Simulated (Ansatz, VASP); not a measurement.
# Co: VASP beside Ansatz

The input INCAR:

```
ALGO = Normal
EDIFF = 1E-7
ENCUT = 520
GGA = PS
ISIF = 2
ISMEAR = -1
ISPIN = 2
LASPH = True
LCHARG = True
LELF = True
LMAXMIX = 4
LORBIT = 11
LREAL = False
LVHAR = True
LWAVE = False
MAGMOM = 2 2
NBANDS = 20
NELM = 150
PREC = Accurate
SIGMA = 0.05
```

File KPOINTS:

```
k-points
0
Gamma
  12 12 7
```

Contents of POSCAR:

```
Co
1.0
    2.4873648738      0.0000000000      0.0000000000
   -1.2436824369      2.1541211692      0.0000000000
    0.0000000000      0.0000000000      4.0632895034
Co
2
Direct
    0.3313670000      0.6497470000      0.7371330000
    0.6702970000      0.3205170000      0.2636990000
```

The input input.yaml:

```yaml
crystal:
  lattice:
    - [2.4873648738, 0.0, 0.0]
    - [-1.2436824369, 2.1541211692, 0.0]
    - [0.0, 0.0, 4.0632895034]
  atoms:
    - { symbol: Co, position: [0.331367, 0.649747, 0.737133], spin: 2.0 }
    - { symbol: Co, position: [0.670297, 0.320517, 0.263699], spin: 2.0 }
kpoints:
  mp_grid: { grid: [12, 12, 7] }
scf:
  occupations: { method: fermi_dirac, width: 0.05 }
hamiltonian:
  xc: pbesol
  pseudopotentials: { kind: all_electron, lapw: { basis_error: 0.001 } }
magnetization:
  spin_polarized: true
output:
  forces: true
  stress: true
  eigenvalues: true
  populations: true
```

Change from the starting cell: atoms moved at random, drawn with an rms of 0.05 Å.

Alike in both runs: task single point; functional PBEsol; k mesh 12 × 12 × 7; occupations fermi-dirac, width 0.05 eV; collinear spin.

|  | VASP | Ansatz |
| --- | --- | --- |
| version | VASP 6.6.1 | Ansatz 0.2.0 |
| potentials or method | VASP PAW PBE potentials, release 64 (Co), cutoff 520 eV | all-electron LAPW, scalar-relativistic |

```csv
,VASP,Ansatz,Ansatz less VASP
gap on the k mesh at the Fermi level (eV),none,none,-
pressure (GPa),-9.3,-8.7,+0.59
"traceless stress, the component that is largest in VASP (GPa)",-1.36,-1.34,+0.018
rms of the force components (eV/Å),0.363,0.373,+0.0096
net moment per atom (μB),1.63,1.63,+0.007
size of the moment on the site where the two differ most (μB),1.64,1.69,+0.053
```

VASP's potentials were made for PBE, not for PBEsol. Site moments also hang on the region over which each program counts them. Atom by atom the forces differ by 0.010 eV/Å (rms over components). A gap of «none» marks a metal or a gap that the smearing closes. Ansatz ran all-electron here, and VASP with PAW potentials.
